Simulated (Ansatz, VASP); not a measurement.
One calculation of AlNi3, two programs

```
Ni Al
1.0
     3.52305    0.00000    0.00000
     0.00000    3.52305    0.00000
     0.00000    0.00000    3.52305
Ni Al
3 1
Direct
  0.50000 0.50000 0.00000
  0.50000 0.00000 0.50000
  0.00000 0.50000 0.50000
  0.00000 0.00000 0.00000
```

Alike in both runs: functional BLYP; k mesh 8 × 8 × 8; occupations fermi-dirac, width 0.05 eV; collinear spin.

|  | VASP | Ansatz |
| --- | --- | --- |
| version | VASP 6.6.1 | Ansatz 0.2.0 |
| potentials or method | VASP PAW PBE potentials, release 64 (Ni, Al) | Ansatz PAW |
| plane-wave cutoff (eV) | 520 | 420 |
| valence electrons in the cell | 33 | 57 |
| task | single point | band structure |

|  | VASP | Ansatz | Ansatz less VASP |
| --- | --- | --- | --- |
| gap on the k mesh at the Fermi level (eV) | none | none | - |
| pressure (GPa) | 15.0 | 14.6 | -0.32 |
| net moment per atom (μB) | 0.15 | 0.16 | +0.009 |
| size of the moment on the site where the two differ most (μB) | 0.21 | 0.23 | +0.023 |

VASP's potentials were made for PBE, not for BLYP. Site moments also hang on the region over which each program counts them. A gap of «none» marks a metal or a gap that the smearing closes. VASP's potentials hold 33 valence electrons a cell and Ansatz's 57, so a difference there can come from the potentials and not from the codes.
